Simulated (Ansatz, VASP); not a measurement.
# One calculation of B, two programs

```
B
1.0
    -1.63800    1.63800    4.40681
     1.63800   -1.63800    4.40681
     1.63800    1.63800   -4.40681
B
4
Direct
  0.67254 0.17254 0.84507
  0.32746 0.82746 0.15493
  0.82746 0.67254 0.50000
  0.17254 0.32746 0.50000
```

Alike in both runs: functional PBE; k mesh 8 × 8 × 8; occupations gaussian, width 0.1 eV; no spin polarisation.

Ansatz relaxed the structure, and its values are those at the end. VASP's run is a single point on that final structure, the one shown.

|  | VASP | Ansatz |
| --- | --- | --- |
| version | VASP 6.6.1 | Ansatz 0.2.0 |
| potentials or method | VASP PAW PBE potentials, release 64 (B), cutoff 520 eV | scalar-relativistic, plane waves, PAW |
| valence electrons in the cell | 12 | 12 |

|  | VASP | Ansatz | Ansatz less VASP |
| --- | --- | --- | --- |
| gap on the k mesh at the Fermi level (eV) | none | none | - |
| pressure (GPa) | 0.0 | 0.0 | +0.04 |

A gap of «none» marks a metal or a gap that the smearing closes.
